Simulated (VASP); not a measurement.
# AlGa3N4 (R3m) in VASP: a series of runs

AlGa3N4 is run at these levels: LDA; tasks: single point.

Program: VASP 6.6.1. These are calculated values, not measurements. Logs are shortened: lines on timing, memory, paths and dates and some standing lists are left out, and cuts for length are marked.

**1. The cell of the first run**

The structure is trigonal, space group R3m (No. 160). The conventional cell has a = 6.281 Å, b = 6.281 Å, c = 7.156 Å, α = 90.00°, β = 90.00°, γ = 120.00°. Within 2.3 Å of Al (site symmetry 3m) lie 4 N at 1.75 to 1.87 Å. Within 2.4 Å of Ga (site symmetry m) lie 4 N at 1.80 to 1.92 Å. N (site symmetry m) has 3 Ga at 1.80 to 1.92 Å and 1 Al at 1.87 Å within 2.4 Å. N (site symmetry 3m) has 1 Al at 1.75 Å and 3 Ga at 1.92 Å within 2.3 Å.

**2. Single point, LDA**

The input, INCAR:

```
PREC = Accurate ; ENCUT = 520
EDIFF = 1E-7 ; ISMEAR = 0
SIGMA = 0.05 ; LREAL = F
LASPH = T ; NELM = 100
ALGO = Normal ; ISIF = 2
LWAVE = F ; LCHARG = T
GGA = CA ; LELF = T
LVHAR = T ; NBANDS = 41
```

The input, KPOINTS:

```
regular mesh
0
Gamma
  6 6 6
```

The input, POSCAR:

```
AlGa3N4
1.0
    4.3382171223     -0.1033646631     -0.1033646631
   -0.1033646631      4.3382171223     -0.1033646631
   -0.1033646631     -0.1033646631      4.3382171223
Al Ga N
1 3 4
Direct
    0.0000000000      0.0000000000      0.0000000000
    0.5000000000      0.5000000000      0.0000000000
    0.5000000000      0.0000000000      0.5000000000
    0.0000000000      0.5000000000      0.5000000000
    0.7548078379      0.7548078379      0.2451921621
    0.7548078379      0.2451921621      0.7548078379
    0.2451921621      0.7548078379      0.7548078379
    0.2451921621      0.2451921621      0.2451921621
```

Potentials or basis: VASP PAW LDA potentials, release 64 (Al, Ga_d, N).

Run with:

```
$ cat potpaw_LDA.64/Al/POTCAR potpaw_LDA.64/Ga_d/POTCAR potpaw_LDA.64/N/POTCAR > POTCAR
$ mpirun -np 1 vasp_std > vasp.out
```

OUTCAR:

```text
PREC = Accurate
   ENCUT = 520
   EDIFF = 1E-7
   ISMEAR = 0
   LREAL = F
   LASPH = T
   NELM = 100
   ISIF = 2
   GGA = CA

 ion  position               nearest neighbor table
   1  0.000  0.000  0.000-   8 1.75   6 1.87   7 1.87   5 1.87   3 3.00   4 3.00   2 3.00   4 3.00
                             3 3.00   2 3.00   4 3.14   3 3.14   2 3.14   3 3.14   4 3.14   2 3.14
   2  0.500  0.500  0.000-   5 1.80   8 1.92   7 1.92   6 1.92   1 3.00   1 3.00   1 3.14   1 3.14

   3  0.500  0.000  0.500-   6 1.80   8 1.92   7 1.92   5 1.92   1 3.00   1 3.00   1 3.14   1 3.14

   4  0.000  0.500  0.500-   7 1.80   8 1.92   6 1.92   5 1.92   1 3.00   1 3.00   1 3.14   1 3.14

   5  0.755  0.755  0.245-   2 1.80   1 1.87   3 1.92   4 1.92
   6  0.755  0.245  0.755-   3 1.80   1 1.87   4 1.92   2 1.92
   7  0.245  0.755  0.755-   4 1.80   1 1.87   3 1.92   2 1.92
   8  0.245  0.245  0.245-   1 1.75   2 1.92   3 1.92   4 1.92

  LATTYP: Found a trigonal (rhomboedric) cell.
 ALAT       =     4.3406792449
 COS(alpha) =    -0.0470319573

  Lattice vectors:

 A1 = (   4.3382171223,  -0.1033646631,  -0.1033646631)
 A2 = (  -0.1033646631,   4.3382171223,  -0.1033646631)
 A3 = (  -0.1033646631,  -0.1033646631,   4.3382171223)

Analysis of symmetry for initial positions (statically):
=====================================================================
 Subroutine PRICEL returns:
 Original cell was already a primitive cell.

 Routine SETGRP: Setting up the symmetry group for a
 trigonal (rhombohedral) supercell.

 Subroutine GETGRP returns: Found  6 space group operations
 (whereof  6 operations were pure point group operations)
 out of a pool of 12 trial point group operations.

The static configuration has the point symmetry C_3v.

Analysis of symmetry for dynamics (positions and initial velocities):
=====================================================================
 Subroutine PRICEL returns:
 Original cell was already a primitive cell.

 Routine SETGRP: Setting up the symmetry group for a
 trigonal (rhombohedral) supercell.

 Subroutine GETGRP returns: Found  6 space group operations
 (whereof  6 operations were pure point group operations)
 out of a pool of 12 trial point group operations.

The dynamic configuration has the point symmetry C_3v.

 Subroutine INISYM returns: Found  6 space group operations
 (whereof  6 operations are pure point group operations),
 and found     1 'primitive' translations

----------------------------------------------------------------------------------------

[... 106 lines left out ...]
   EDIFFG = 0.1E-05   stopping-criterion for IOM
   NSW    =      0    number of steps for IOM
   IBRION =     -1    ionic relax: 0-MD 1-quasi-New 2-CG
   NFREE  =      0    steps in history (QN), initial steepest desc. (CG)
   ISIF   =      2    stress and relaxation
   ISYM   =      2    0-nonsym 1-usesym 2-fastsym
   POTIM  = 0.5000    time-step for ionic-motion
   TEBEG  =    0.0;   TEEND  =   0.0 temperature during run
   PSTRESS=    0.0 pullay stress
   NELECT =      62.0000    total number of electrons
   NUPDOWN=      -1.0000    fix difference up-down
   EMIN   =  10.00;   EMAX   =-10.00  energy-range for DOS
   EFERMI =   0.00;   METHOD = LEGACY
   ISMEAR =     0;   SIGMA  =   0.05  broadening in eV -4-tet -1-fermi 0-gaus
   EFERMI_NEDOS =   21; number of points for ismear=-14 and -15
   IALGO  =     38    algorithm
   IMIX   =      4    mixing-type and parameters
     AMIX     =   0.40;   BMIX     =  1.00
     AMIX_MAG =   1.60;   BMIX_MAG =  1.00
  volume/ion in A,a.u.               =      10.19        68.75
  Fermi-wavevector in a.u.,A,eV,Ry     =   1.494439  2.824080 30.386534  2.233347
  Thomas-Fermi vector in A             =   2.606711
   LORBIT       =      0    0 simple, 1 ext, 2 COOP (PROOUT), +10 PAW based schemes
   GGA     = CA    functional components
   LHFCALC =     F    Hartree Fock is set to
   AEXX    =    0.0000 exact exchange contribution
   IVDW    =     0    specifies the selected vdW correction
   LEPSILON=     F    determine dielectric tensor
   LRPA    =     F    only Hartree local field effects (RPA)
 non-spin polarized calculation
 Gauss-broadening in eV      SIGMA  =   0.05
  energy-cutoff  :      520.00
  volume of cell :       81.50
 maximum number of plane-waves:      2229
   NGX = 17   NGY = 17   NGZ = 17

 number of electron      62.0000076 magnetization

 Free energy of the ion-electron system (eV)
  ---------------------------------------------------
  ext. energy  EPLUGINS =         0.00000000
  ---------------------------------------------------
  free energy    TOTEN  =       -57.44853317 eV

  energy without entropy =      -57.44853317  energy(sigma->0) =      -57.44853317

 E-fermi :   6.6450     XC(G=0): -12.4045

 val. band max:        6.3726829510   @ k =   0.0000   0.0000   0.0000
 cond. band min:       9.0711220965   @ k =   0.0000   0.0000   0.0000
 fundamental gap:      2.6984391455
 Fermi energy:         6.6449657764

 k-point     1 :       0.0000    0.0000    0.0000
  band No.  band energies     occupation
      1     -10.1526      2.00000
      2      -8.6479      2.00000
      3      -8.6479      2.00000
      4      -8.4750      2.00000
      5      -7.1803      2.00000
      6      -7.1412      2.00000
[... 1045 lines left out ...]
     40      16.6283      0.00000
     41      17.0282      0.00000

 [... further k-points ...]
[... 5 lines left out ...]
  --------------------------------------------------------------------------------------
  -------------------------------------------------------------------------------------
  Total        9.0014874      9.0014874      9.0014874      6.8341985      6.8341985      6.8341985
  in kB      176.9469405    176.9469405    176.9469405    134.3434113    134.3434113    134.3434113
  external PRESSURE =     176.9469405 kB  Pullay stress =       0.0000000 kB

 VOLUME and BASIS-vectors are now :
 -----------------------------------------------------------------------------
  energy-cutoff  :      520.00
  volume of cell :       81.50
      direct lattice vectors                 reciprocal lattice vectors
     4.338217122 -0.103364663 -0.103364663     0.230777863  0.005632847  0.005632847
    -0.103364663  4.338217122 -0.103364663     0.005632847  0.230777863  0.005632847
    -0.103364663 -0.103364663  4.338217122     0.005632847  0.005632847  0.230777863

 POSITION                                       TOTAL-FORCE (eV/Angst)
 -----------------------------------------------------------------------------------
      0.00000      0.00000      0.00000        -0.813566     -0.813566     -0.813566
      2.11743      2.11743     -0.10336        -0.856711     -0.856711     -0.797076
      2.11743     -0.10336      2.11743        -0.856711     -0.797076     -0.856711
     -0.10336      2.11743      2.11743        -0.797076     -0.856711     -0.856711
      3.17116      3.17116      0.90766         0.872904      0.872904      0.738855
      3.17116      0.90766      3.17116         0.872904      0.738855      0.872904
      0.90766      3.17116      3.17116         0.738855      0.872904      0.872904
      1.01301      1.01301      1.01301         0.839401      0.839401      0.839401
 -----------------------------------------------------------------------------------
    total drift:                               -0.000330     -0.000330     -0.000331

  FREE ENERGIE OF THE ION-ELECTRON SYSTEM (eV)
  ---------------------------------------------------
  free  energy   TOTEN  =       -57.4485331653 eV

  energy  without entropy=      -57.4485331653  energy(sigma->0) =      -57.44853317
```

Run time: 37 s. Hardware: 1 thread of Intel Xeon 6975P-C (Granite Rapids), shared host; peak memory 0.21 GiB.

Results:

| Quantity | Value |
| --- | --- |
| Free energy | -57.4485 eV |
| Pressure | 17.7 GPa |
| Largest force | 1.454 eV/Å |
| Band gap on the k mesh | 2.70 eV |

Forces on the atoms (eV/Å):
```
Al  -0.814 -0.814 -0.814
Ga  -0.857 -0.857 -0.797
Ga  -0.857 -0.797 -0.857
Ga  -0.797 -0.857 -0.857
N    0.873  0.873  0.739
N    0.873  0.739  0.873
N    0.739  0.873  0.873
N    0.839  0.839  0.839
```

Caveat: the cell stands under pressure; forces of over 1 eV/Å act on the atoms, so gaps and moduli don't describe the material at rest.

**3. Single point, LDA**

This run uses another cell than the first one, of 10.48 Å³/atom.

The input, INCAR:

```
ALGO     = Normal         # electronic algorithm
EDIFF    = 1E-7           # SCF threshold, eV
ENCUT    = 520            # plane-wave cutoff, eV
GGA      = CA             # functional
ISIF     = 2              # what is computed and relaxed
ISMEAR   = 0              # smearing method
LASPH    = True           # aspherical terms in the spheres
LCHARG   = True           # write CHGCAR
LELF     = True           # ELF
LREAL    = False          # projectors in reciprocal space
LVHAR    = True         
LWAVE    = False          # write WAVECAR
NBANDS   = 41             # bands
NELM     = 100            # most SCF steps
PREC     = Accurate       # precision mode
SIGMA    = 0.05           # smearing width, eV
```

The input, KPOINTS:

```
k-points
0
Gamma
  6 6 6
```

POSCAR, as its differences from that of step 2:

```diff
@@ -2,5 +2,5 @@
 1.0
-    4.3382171223     -0.1033646631     -0.1033646631
-   -0.1033646631      4.3382171223     -0.1033646631
-   -0.1033646631     -0.1033646631      4.3382171223
+    4.3824846439     -0.1549363258     -0.1549363258
+   -0.1549363258      4.3824846439     -0.1549363258
+   -0.1549363258     -0.1549363258      4.3824846439
 Al Ga N
```

Potentials or basis: VASP PAW LDA potentials, release 64 (Al, Ga_d, N).

Run with:

```
$ cat potpaw_LDA.64/Al/POTCAR potpaw_LDA.64/Ga_d/POTCAR potpaw_LDA.64/N/POTCAR > POTCAR
$ mpirun -np 1 vasp_std > vasp.out
```

Run time: 52 s. Hardware: 1 thread of Intel Xeon 6975P-C (Granite Rapids), shared host; peak memory 0.22 GiB.

It converged, with:

| Item | Value |
| --- | --- |
| Free energy | -57.0684 eV |
| Pressure | 12.6 GPa |
| Largest force | 2.209 eV/Å |
| Band gap on the k mesh | 2.33 eV |

Forces in eV/Å, atoms in the order of the input:
```
Al  -1.221 -1.221 -1.221
Ga  -1.280 -1.280 -1.175
Ga  -1.280 -1.175 -1.280
Ga  -1.175 -1.280 -1.280
N    1.280  1.280  1.120
N    1.280  1.120  1.280
N    1.120  1.280  1.280
N    1.275  1.275  1.275
```

Stress tensor (GPa, compression positive):
```
12.63 19.08 19.08
19.08 12.63 19.08
19.08 19.08 12.63
```

Levels at points of the mesh, in eV from the valence-band top:
| k point | band 27 | band 28 | band 29 | band 30 | band 31 | band 32 | band 33 | band 34 | band 35 | band 36 |
| --- | --- | --- | --- | --- | --- | --- | --- | --- | --- | --- |
| (0.00, 0.00, 0.00) | -2.34 | -2.32 | -0.36 | -0.36 | 0.00 | 2.33 | 2.99 | 3.00 | 3.00 | 6.82 |
| (0.50, 0.00, 0.00) | -3.06 | -2.19 | -1.87 | -1.47 | -1.15 | 4.69 | 4.76 | 5.84 | 5.87 | 7.91 |
| (0.50, 0.50, 0.00) | -3.23 | -1.41 | -1.37 | -1.01 | -0.76 | 6.29 | 6.49 | 6.88 | 7.19 | 7.32 |
| (0.50, 0.50, 0.50) | -1.03 | -1.03 | -0.79 | -0.75 | -0.75 | 4.39 | 5.32 | 5.32 | 6.46 | 8.75 |

Caveat: the cell stands under pressure; forces of over 1 eV/Å act on the atoms, so gaps and moduli don't describe the material at rest.

**4. Single point, LDA**

This run uses another cell than the first one, of 10.48 Å³/atom.

The input, INCAR:

```
PREC = Accurate ; ENCUT = 520
EDIFF = 1E-7 ; ISMEAR = 0
SIGMA = 0.05 ; LREAL = False
LASPH = True ; NELM = 60
ALGO = Normal ; ISIF = 2
LWAVE = False ; LCHARG = False
GGA = CA ; NBANDS = 41
```

The input, KPOINTS:

```
regular mesh
0
Gamma
  6 6 6
```

POSCAR, as its differences from that of step 3:

```diff
@@ -2,5 +2,5 @@
 1.0
-    4.3824846439     -0.1549363258     -0.1549363258
-   -0.1549363258      4.3824846439     -0.1549363258
-   -0.1549363258     -0.1549363258      4.3824846439
+    4.3824846439      0.1549363258      0.1549363258
+    0.1549363258      4.3824846439      0.1549363258
+    0.1549363258      0.1549363258      4.3824846439
 Al Ga N
```

Run with:

```
$ cat potpaw_LDA.64/Al/POTCAR potpaw_LDA.64/Ga_d/POTCAR potpaw_LDA.64/N/POTCAR > POTCAR
$ mpirun -np 1 vasp_std > vasp.out
```

Run time: 53 s. Hardware: 1 thread of Intel Xeon 6975P-C (Granite Rapids), shared host; peak memory 0.22 GiB.

The run converged. Its results:

```yaml
Free_energy: -57.2594 eV
Pressure: 11.8 GPa
Largest_force: 1.104 eV/Å
Band_gap_on_the_k_mesh: 2.25 eV
```

Forces in eV/Å, atoms in the order of the input:
```
Al   0.530  0.530  0.530
Ga   0.545  0.545  0.537
Ga   0.545  0.537  0.545
Ga   0.537  0.545  0.545
N   -0.499 -0.499 -0.521
N   -0.499 -0.521 -0.499
N   -0.521 -0.499 -0.499
N   -0.638 -0.638 -0.638
```

Stress tensor (GPa, compression positive):
```
 11.81 -15.14 -15.14
-15.14  11.81 -15.14
-15.14 -15.14  11.81
```

Levels at points of the mesh, in eV from the valence-band top:
| k point | band 29 | band 30 | band 31 | band 32 | band 33 | band 34 |
| --- | --- | --- | --- | --- | --- | --- |
| (0.00, 0.00, 0.00) | -0.58 | 0.00 | 0.00 | 2.25 | 3.01 | 3.01 |
| (0.50, 0.00, 0.00) | -1.84 | -1.43 | -1.10 | 4.70 | 4.73 | 5.86 |
| (0.50, 0.50, 0.00) | -1.32 | -0.98 | -0.74 | 6.46 | 6.46 | 6.69 |
| (0.50, 0.50, 0.50) | -0.98 | -0.53 | -0.53 | 4.74 | 4.74 | 5.40 |

Caveat: the cell stands under pressure; forces of over 1 eV/Å act on the atoms, so gaps and moduli don't describe the material at rest.

**5. Single point, LDA**

This run uses another cell than the first one, of 10.50 Å³/atom.

The input, INCAR:

```
SYSTEM = AlGa3N4
PREC = Accurate
ENCUT = 520
EDIFF = 1E-7
ISMEAR = 0
SIGMA = 0.05
LREAL = .FALSE.
LASPH = .TRUE.
NELM = 100
ALGO = Normal
ISIF = 2
LWAVE = .FALSE.
LCHARG = .FALSE.
GGA = CA
NBANDS = 41
```

The input, KPOINTS:

```
regular mesh
0
G
  6 6 6
  0 0 0
```

POSCAR, as its differences from that of step 4:

```diff
@@ -2,5 +2,5 @@
 1.0
-    4.3824846439      0.1549363258      0.1549363258
-    0.1549363258      4.3824846439      0.1549363258
-    0.1549363258      0.1549363258      4.3824846439
+    4.3824846439      0.1033646631      0.1033646631
+    0.1033646631      4.3824846439      0.1033646631
+    0.1033646631      0.1033646631      4.3824846439
 Al Ga N
```

Run with:

```
$ cat potpaw_LDA.64/Al/POTCAR potpaw_LDA.64/Ga_d/POTCAR potpaw_LDA.64/N/POTCAR > POTCAR
$ mpirun -np 1 vasp_std > vasp.out
```

It took 52 s on 1 thread of Intel Xeon 6975P-C (Granite Rapids), shared host; peak memory 0.22 GiB.

Results (log left out):

- Free energy: -57.7313 eV
- Pressure: 9.6 GPa
- Largest force: 0.835 eV/Å
- Band gap on the k mesh: 2.52 eV

Forces on the atoms (eV/Å):
```
Al   0.403  0.403  0.403
Ga   0.417  0.417  0.403
Ga   0.417  0.403  0.417
Ga   0.403  0.417  0.417
N   -0.378 -0.378 -0.401
N   -0.378 -0.401 -0.378
N   -0.401 -0.378 -0.378
N   -0.482 -0.482 -0.482
```

Stress tensor (GPa, compression positive):
```
  9.60 -10.40 -10.40
-10.40   9.60 -10.40
-10.40 -10.40   9.60
```

Levels at points of the mesh, in eV from the valence-band top:
| k point | band 29 | band 30 | band 31 | band 32 | band 33 | band 34 |
| --- | --- | --- | --- | --- | --- | --- |
| (0.00, 0.00, 0.00) | -0.37 | 0.00 | 0.00 | 2.52 | 3.17 | 3.17 |
| (0.50, 0.00, 0.00) | -1.64 | -1.48 | -1.15 | 4.89 | 4.95 | 6.04 |
| (0.50, 0.50, 0.00) | -1.22 | -0.99 | -0.73 | 6.74 | 6.82 | 6.96 |
| (0.50, 0.50, 0.50) | -0.90 | -0.61 | -0.61 | 4.97 | 4.97 | 5.49 |

Caveat: the cell stands under pressure.

**6. Single point, LDA**

This run uses another cell than the first one, of 10.50 Å³/atom.

The input, INCAR:

```
SYSTEM = AlGa3N4
PREC     = Accurate       ! precision mode
ENCUT    = 520            ! plane-wave cutoff, eV
EDIFF    = 1E-6           ! SCF threshold, eV
ISMEAR   = 0              ! smearing method
SIGMA    = 0.05           ! smearing width, eV
LREAL    = .False.        ! projectors in reciprocal space
LASPH    = .True.         ! aspherical terms in the spheres
NELM     = 100            ! most SCF steps
ALGO     = Normal         ! electronic algorithm
ISIF     = 2              ! what is computed and relaxed
LWAVE    = .False.        ! write WAVECAR
LCHARG   = .False.        ! write CHGCAR
NBANDS   = 41             ! bands
```

The input, KPOINTS:

```
Automatic mesh
0
Gamma
  6 6 6
  0 0 0
```

POSCAR, as its differences from that of step 5:

```diff
@@ -2,5 +2,5 @@
 1.0
-    4.3824846439      0.1033646631      0.1033646631
-    0.1033646631      4.3824846439      0.1033646631
-    0.1033646631      0.1033646631      4.3824846439
+    4.3824846439     -0.1033646631     -0.1033646631
+   -0.1033646631      4.3824846439     -0.1033646631
+   -0.1033646631     -0.1033646631      4.3824846439
 Al Ga N
```

Potentials or basis: VASP PAW LDA potentials, release 64 (Al, Ga_d, N).

Run with:

```
$ cat potpaw_LDA.64/Al/POTCAR potpaw_LDA.64/Ga_d/POTCAR potpaw_LDA.64/N/POTCAR > POTCAR
$ mpirun -np 1 vasp_std > vasp.out
```

It took 45 s on 1 thread of Intel Xeon 6975P-C (Granite Rapids), shared host; peak memory 0.22 GiB.

Results (log left out):

- Free energy: -57.6752 eV
- Pressure: 9.8 GPa
- Largest force: 1.269 eV/Å
- Band gap on the k mesh: 2.50 eV

Forces on the atoms (eV/Å):
```
Al  -0.704 -0.704 -0.704
Ga  -0.739 -0.739 -0.682
Ga  -0.739 -0.682 -0.739
Ga  -0.682 -0.739 -0.739
N    0.749  0.749  0.635
N    0.749  0.635  0.749
N    0.635  0.749  0.749
N    0.733  0.733  0.733
```

Stress tensor (GPa, compression positive):
```
 9.79 12.13 12.13
12.13  9.79 12.13
12.13 12.13  9.79
```

Levels at points of the mesh, in eV from the valence-band top:
```tsv
k point	band 27	band 28	band 29	band 30	band 31	band 32	band 33	band 34	band 35	band 36
(0.00, 0.00, 0.00)	-2.48	-2.46	-0.26	-0.26	0.00	2.50	3.13	3.15	3.15	6.68
(0.50, 0.00, 0.00)	-3.01	-2.01	-1.69	-1.53	-1.21	4.84	4.92	6.00	6.03	7.92
(0.50, 0.50, 0.00)	-3.27	-1.30	-1.27	-1.03	-0.78	6.62	6.74	7.07	7.34	7.35
(0.50, 0.50, 0.50)	-1.01	-1.01	-0.80	-0.78	-0.78	4.70	5.33	5.33	6.48	8.90
```

Caveat: the cell stands under pressure; forces of over 1 eV/Å act on the atoms, so gaps and moduli don't describe the material at rest.

**7. Overview**

| cell | gap on the mesh (eV) | pressure (GPa) | largest force (eV/Å) |
| --- | --- | --- | --- |
| a = 4.341 Å, angles 92.7°, 8 atoms | 2.70 | 17.7 | 1.45 |
| a = 4.388 Å, angles 94.0°, 8 atoms | 2.33 | 12.6 | 2.21 |
| a = 4.388 Å, angles 85.9°, 8 atoms | 2.25 | 11.8 | 1.10 |
| a = 4.385 Å, angles 87.3°, 8 atoms | 2.52 | 9.6 | 0.84 |
| a = 4.385 Å, angles 92.7°, 8 atoms | 2.50 | 9.8 | 1.27 |

Alike in all rows: task single point; level LDA; potentials or basis VASP PAW LDA potentials, release 64 (Al, Ga_d, N); no spin polarisation; k mesh 6 × 6 × 6; cutoff (eV) 520; smearing gaussian 0.05 eV.

Caveats: the cell stands under pressure; forces of over 1 eV/Å act on the atoms, so gaps and moduli don't describe the material at rest (at least some runs).

Total energies depend on the potentials used, so only differences within one code and one set of settings carry meaning.
